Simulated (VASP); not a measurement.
# SiC (P6_3mc) in VASP: notebook, part 3 of 3

VASP 6.6.1. The steps go on from the part before.

## 5. Single point, LDA

This run uses another cell than the first one, of 10.34 Å³/atom.

File INCAR:

```
  ALGO = Normal
  EDIFF = 1E-6
  ENCUT = 520
  ISIF = 2
  ISMEAR = -1
  LASPH = True
  LCHARG = False
  LREAL = False
  LWAVE = False
  NBANDS = 16
  NELM = 100
  PREC = Accurate
  SIGMA = 0.05
```

File KPOINTS:

```
k-points
0
Gamma
  6 6 3
```

File POSCAR:

```
SiC
1.0
    3.0760000000      0.0000000000      0.0000000000
   -1.5380000000      2.6638941420      0.0000000000
    0.0000000000      0.0000000000      5.0480000000
Si C
2 2
Direct
    0.6666666667      0.3333333333      0.5000000000
    0.3333333333      0.6666666667      0.0000000000
    0.6666666667      0.3333333333      0.8850000000
    0.3333333333      0.6666666667      0.3850000000
```

Potentials or basis: VASP PAW LDA potentials, release 64 (Si, C).

Run with:

```
$ cat potpaw_LDA.64/Si/POTCAR potpaw_LDA.64/C/POTCAR > POTCAR
$ mpirun -np 1 vasp_std > vasp.out
```

OUTCAR:

```text
EDIFF = 1E-6
   ENCUT = 520
   ISIF = 2
   ISMEAR = -1
   LASPH = True
   LREAL = False
   NELM = 100
   PREC = Accurate

 ion  position               nearest neighbor table
   1  0.667  0.333  0.500-   4 1.87   4 1.87   4 1.87   3 1.94   2 3.09   2 3.09   2 3.09   2 3.09
                             2 3.09   2 3.09
   2  0.333  0.667  0.000-   3 1.87   3 1.87   3 1.87   4 1.94   1 3.09   1 3.09   1 3.09   1 3.09
                             1 3.09   1 3.09
   3  0.667  0.333  0.885-   2 1.87   2 1.87   2 1.87   1 1.94
   4  0.333  0.667  0.385-   1 1.87   1 1.87   1 1.87   2 1.94

  LATTYP: Found a hexagonal cell.
 ALAT       =     3.0760000000
 C/A-ratio  =     1.6410923277

  Lattice vectors:

 A1 = (   3.0760000000,   0.0000000000,   0.0000000000)
 A2 = (  -1.5380000000,   2.6638941420,   0.0000000000)
 A3 = (   0.0000000000,   0.0000000000,   5.0480000000)

Analysis of symmetry for initial positions (statically):
=====================================================================
 Subroutine PRICEL returns:
 Original cell was already a primitive cell.

 Routine SETGRP: Setting up the symmetry group for a
 hexagonal supercell.

 Subroutine GETGRP returns: Found 12 space group operations
 (whereof  6 operations were pure point group operations)
 out of a pool of 24 trial point group operations.

The static configuration has the point symmetry C_3v.
 The point group associated with its full space group is C_6v.

Analysis of symmetry for dynamics (positions and initial velocities):
=====================================================================
 Subroutine PRICEL returns:
 Original cell was already a primitive cell.

 Routine SETGRP: Setting up the symmetry group for a
 hexagonal supercell.

 Subroutine GETGRP returns: Found 12 space group operations
 (whereof  6 operations were pure point group operations)
 out of a pool of 24 trial point group operations.

The dynamic configuration has the point symmetry C_3v.
[... 113 lines left out ...]
     AMIX_MAG =   1.60;   BMIX_MAG =  1.00
  volume/ion in A,a.u.               =      10.34        69.78
  Fermi-wavevector in a.u.,A,eV,Ry     =   1.192817  2.254098 19.358549  1.422813
  Thomas-Fermi vector in A             =   2.328847
   LORBIT       =      0    0 simple, 1 ext, 2 COOP (PROOUT), +10 PAW based schemes
   GGA     = CA    functional components
   LHFCALC =     F    Hartree Fock is set to
   AEXX    =    0.0000 exact exchange contribution
   IVDW    =     0    specifies the selected vdW correction
   LEPSILON=     F    determine dielectric tensor
   LRPA    =     F    only Hartree local field effects (RPA)
 non-spin polarized calculation
  energy-cutoff  :      520.00
  volume of cell :       41.36
 maximum number of plane-waves:      1132
 NGX is ok and might be reduce to    24
   NGX = 11   NGY = 11   NGZ = 19

 number of electron      16.0000000 magnetization

 Free energy of the ion-electron system (eV)
  ---------------------------------------------------
  ext. energy  EPLUGINS =         0.00000000
  ---------------------------------------------------
  free energy    TOTEN  =       -33.21495967 eV

  energy without entropy =      -33.21495967  energy(sigma->0) =      -33.21495967

 E-fermi :   9.4168     XC(G=0): -11.5486

 val. band max:        8.3652064533   @ k =   0.0000   0.0000   0.0000
 cond. band min:      10.5572243414   @ k =   0.3333   0.3333   0.0000
 fundamental gap:      2.1920178882
 Fermi energy:         9.4167899219

 k-point     1 :       0.0000    0.0000    0.0000
  band No.  band energies     occupation
      1      -7.2696      2.00000
      2      -3.7161      2.00000
      3      -0.3492      2.00000
      4       6.8131      2.00000
      5       6.8131      2.00000
      6       8.0932      2.00000
[... 243 lines left out ...]
      3       0.7177      2.00000
      4       0.7177      2.00000
      5       1.8882      2.00000
      6       3.2071      2.00000
[... 8 lines left out ...]
     15      19.7646      0.00000
     16      20.3353      0.00000

------------------------ aborting loop because EDIFF is reached ----------------------------------------

  FORCE on cell =-STRESS in cart. coord.  units (eV):
  Direction    XX          YY          ZZ          XY          YZ          ZX
  --------------------------------------------------------------------------------------
  -------------------------------------------------------------------------------------
  Total       -0.5618799     -0.5618799     -1.6556514      0.0000000      0.0000000      0.0000000
  in kB      -21.7636336    -21.7636336    -64.1293489      0.0000000      0.0000000      0.0000000
  external PRESSURE =     -35.8855387 kB  Pullay stress =       0.0000000 kB

 VOLUME and BASIS-vectors are now :
 -----------------------------------------------------------------------------
  energy-cutoff  :      520.00
  volume of cell :       41.36
      direct lattice vectors                 reciprocal lattice vectors
     3.076000000  0.000000000  0.000000000     0.325097529  0.187695146  0.000000000
    -1.538000000  2.663894142  0.000000000     0.000000000  0.375390292  0.000000000
     0.000000000  0.000000000  5.048000000     0.000000000  0.000000000  0.198098257

 POSITION                                       TOTAL-FORCE (eV/Angst)
 -----------------------------------------------------------------------------------
      1.53800      0.88796      2.52400        -0.000000     -0.000000      0.731436
     -0.00000      1.77593      0.00000         0.000000      0.000000      0.731436
      1.53800      0.88796      4.46748        -0.000000     -0.000000     -0.731436
     -0.00000      1.77593      1.94348         0.000000     -0.000000     -0.731436
 -----------------------------------------------------------------------------------
    total drift:                                0.000000      0.000000     -0.000248

  FREE ENERGIE OF THE ION-ELECTRON SYSTEM (eV)
  ---------------------------------------------------
  free  energy   TOTEN  =       -33.2149596741 eV

  energy  without entropy=      -33.2149596741  energy(sigma->0) =      -33.21495967
```

stdout:

```text
POSCAR found type information on POSCAR SiC
 POSCAR found :  2 types and       4 ions
 scaLAPACK will be used
 LDA part: xc-table for (Slater(with rela. corr.)+CA(PZ))
 , standard interpolation
 POSCAR, INCAR and KPOINTS ok, starting setup
 FFT: planning ... GRIDC
 FFT: planning ... GRID_SOFT
 FFT: planning ... GRID
 WAVECAR not read
 entering main loop
```

Run time: 5.9 s. Hardware: 1 thread of Intel Xeon 8259CL, shared host; peak memory 0.14 GiB.

What came out:

* Free energy: -33.2150 eV
* Pressure: -3.6 GPa
* Largest force: 0.731 eV/Å
* Band gap on the k mesh: 2.19 eV (least direct gap 3.97 eV)

Forces in eV/Å, atoms in the order of the input:
```
Si   0.000  0.000  0.731
Si   0.000  0.000  0.731
C    0.000  0.000 -0.731
C    0.000  0.000 -0.731
```

Stress tensor (GPa, compression positive):
```
-2.18  0.00  0.00
 0.00 -2.18  0.00
 0.00  0.00 -6.41
```

Caveat: the cell stands under tension; an odd mesh through Γ misses points on the zone boundary, where band edges can lie.

## 6. Single point, PBE

This run uses another cell than the first one, of 10.34 Å³/atom.

File INCAR:

```
PREC = Accurate ; ENCUT = 520
EDIFF = 1E-6 ; ISMEAR = -1
SIGMA = 0.05 ; LREAL = F
LASPH = T ; NELM = 80
ALGO = Normal ; ISIF = 2
LWAVE = F ; LCHARG = F
GGA = PE ; NBANDS = 16
```

File KPOINTS:

```
regular mesh
0
Gamma
  6 6 3
```

POSCAR is that of step 5.

Potentials or basis: VASP PAW PBE potentials, release 64 (Si, C).

Run with:

```
$ cat potpaw_PBE.64/Si/POTCAR potpaw_PBE.64/C/POTCAR > POTCAR
$ mpirun -np 1 vasp_std > vasp.out
```

It took 7.3 s on 1 thread of Intel Xeon 8259CL, shared host; peak memory 0.15 GiB.

It converged, with:

```
Free energy            : -30.0502 eV
Pressure               : 3.7 GPa
Largest force          : 0.750 eV/Å
Band gap on the k mesh : 2.32 eV (least direct gap 4.07 eV)
```

Forces on the atoms (eV/Å):
```
Si   0.000  0.000  0.750
Si   0.000  0.000  0.750
C    0.000  0.000 -0.750
C    0.000  0.000 -0.750
```

Stress tensor (GPa, compression positive):
```
5.26 0.00 0.00
0.00 5.26 0.00
0.00 0.00 0.44
```

Levels at points of the mesh, in eV from the valence-band top:
| k point | band 5 | band 6 | band 7 | band 8 | band 9 | band 10 | band 11 | band 12 |
| --- | --- | --- | --- | --- | --- | --- | --- | --- |
| (0.00, 0.00, 0.00) | -1.56 | -0.28 | -0.28 | 0.00 | 4.62 | 6.02 | 6.50 | 6.50 |
| (0.50, 0.00, 0.00) | -5.43 | -3.54 | -3.26 | -1.49 | 2.59 | 4.19 | 6.74 | 7.20 |

Caveat: the cell stands under pressure; an odd mesh through Γ misses points on the zone boundary, where band edges can lie.

## 7. Overview

| level | potentials or basis | cell | k mesh | cutoff (eV) | grid for exact exchange (PRECFOCK) | share of exact exchange | screening parameter | gap on the mesh (eV) | pressure (GPa) | largest force (eV/Å) |
| --- | --- | --- | --- | --- | --- | --- | --- | --- | --- | --- |
| SVWN5 | VASP PAW PBE potentials, release 64 (Si, C_h) | a = 3.136, b = 3.136, c = 5.147 Å, angles 90.0, 90.0, 120.0°, 4 atoms | 10 × 10 × 5 | 910 | - | - | - | 2.39 | -14.3 | 0.66 |
| PBEsol-based screened hybrid with 25 % exact exchange | VASP PAW PBE potentials, release 64 (Si, C) | a = 3.076, b = 3.076, c = 5.048 Å, angles 90.0, 90.0, 120.0°, 4 atoms | 5 × 5 × 3 | 520 | Normal | 0.25 | 0.207 1/Å | 3.69 | -3.4 | 0.76 |
| r2SCAN0 | VASP PAW PBE potentials, release 64 (Si, C) | a = 3.076, b = 3.076, c = 5.048 Å, angles 90.0, 90.0, 120.0°, 4 atoms | 5 × 5 × 3 | 520 | Normal | 0.25 | - | 4.79 | -3.5 | 0.77 |
| LDA | VASP PAW LDA potentials, release 64 (Si, C) | a = 3.076, b = 3.076, c = 5.048 Å, angles 90.0, 90.0, 120.0°, 4 atoms | 6 × 6 × 3 | 520 | - | - | - | 2.19 | -3.6 | 0.73 |
| PBE | VASP PAW PBE potentials, release 64 (Si, C) | a = 3.076, b = 3.076, c = 5.048 Å, angles 90.0, 90.0, 120.0°, 4 atoms | 6 × 6 × 3 | 520 | - | - | - | 2.32 | 3.7 | 0.75 |

Alike in all rows: task single point; no spin polarisation; smearing fermi-dirac 0.05 eV.

Caveats: some runs use coarse meshes; an odd mesh through Γ misses points on the zone boundary, where band edges can lie; the PAW data sets were made with another functional, which shifts forces and pressure a little (at least some runs); the cell stands under tension (at least some runs); the cutoff is under 1.25 times the usual one of these potentials, so pressure, stress and relaxed cells hold a basis-set (Pulay) error (at least some runs); the cell stands under pressure (at least some runs).

Absolute energies hang on the potentials; compare differences alone.
